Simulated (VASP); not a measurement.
# Bi2Se3: single point with PBE

Bi2Se3:

```
Bi Se
1.0
     2.13332    1.23167    9.41592
    -2.13332    1.23167    9.41592
     0.00000   -2.46334    9.41592
Bi Se
2 3
Direct
  0.39993 0.39993 0.39993
  0.60007 0.60007 0.60007
  0.21384 0.21384 0.21384
  0.78616 0.78616 0.78616
  0.00000 0.00000 0.00000
```

This cell differs from its parent crystal: epitaxial xy strain +3.0%.

| Item | Value |
| --- | --- |
| Program | VASP 6.6.1 |
| Task | single point |
| Functional | PBE |
| Potentials or basis | VASP PAW PBE potentials, release 64 (Bi_d, Se) |
| Cutoff | 520 eV |
| k mesh | 8 × 8 × 8 |
| Occupations | fermi-dirac, width 0.02 eV |
| Spin | no spin polarisation |

The pressure is 0.5 GPa and the largest force is 0.164 eV/Å. The band gap on the k mesh is 0.13 eV.

Forces in eV/Å, atoms in the order of the input:
```
Bi   0.000  0.000 -0.083
Bi   0.000  0.000  0.083
Se   0.000  0.000 -0.164
Se   0.000  0.000  0.164
Se   0.000  0.000  0.000
```

Stress tensor (GPa, compression positive):
```
-0.19  0.00  0.00
 0.00 -0.19  0.00
 0.00  0.00  1.87
```

Levels at points of the mesh, in eV from the valence-band top:
```csv
k point,band 21,band 22,band 23,band 24,band 25,band 26,band 27,band 28
"(0.00, 0.00, 0.00)",-1.73,-1.16,-1.16,0.00,0.13,1.40,1.40,2.06
"(0.50, 0.00, 0.00)",-2.57,-1.65,-1.06,-0.42,0.98,2.17,3.11,3.47
"(0.50, 0.50, 0.00)",-1.62,-1.61,-1.42,-0.64,1.56,2.34,2.76,3.10
"(0.50, 0.50, 0.50)",-1.53,-1.32,-1.32,-0.27,0.47,1.69,1.69,1.96
```

It took 17 min on 1 thread of Intel(R) Xeon(R) Platinum 8259CL CPU @ 2.50GHz (Skylake/Cascade Lake), on a shared host, peak memory 0.84 GiB.

Caveat: the cell differs from its parent crystal (epitaxial xy strain +3.0%); spin-orbit coupling is left out, which moves the levels of the heavy elements. A k mesh can miss the band edges.
